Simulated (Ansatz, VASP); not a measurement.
**KCl: VASP beside Ansatz**

```
K Cl
1.0
     3.74218    0.00000    0.00000
     0.00000    3.74218    0.00000
     0.00000    0.00000    3.74218
K Cl
1 1
Direct
  0.00000 0.00000 0.00000
  0.50000 0.50000 0.50000
```

Alike in both runs: task single point; functional LDA; k mesh 6 × 6 × 6; occupations gaussian, width 0.02 eV; no spin polarisation.

|  | VASP | Ansatz |
| --- | --- | --- |
| version | VASP 6.6.1 | Ansatz 0.2.0 |
| potentials or method | VASP PAW LDA potentials, release 64 (K_sv, Cl), cutoff 500 eV | scalar-relativistic, all-electron LAPW |

|  | VASP | Ansatz | Ansatz less VASP |
| --- | --- | --- | --- |
| gap on the k mesh at the Fermi level (eV) | 4.70 | 4.69 | -0.005 |
| least direct gap on the mesh (eV) | 4.92 | 4.92 | -0.006 |
| pressure (GPa) | -2.0 | -2.0 | -0.04 |

LDA's correlation is that of Perdew and Zunger in VASP and of Perdew and Wang (1992) in Ansatz. Ansatz ran all-electron here, and VASP with PAW potentials.
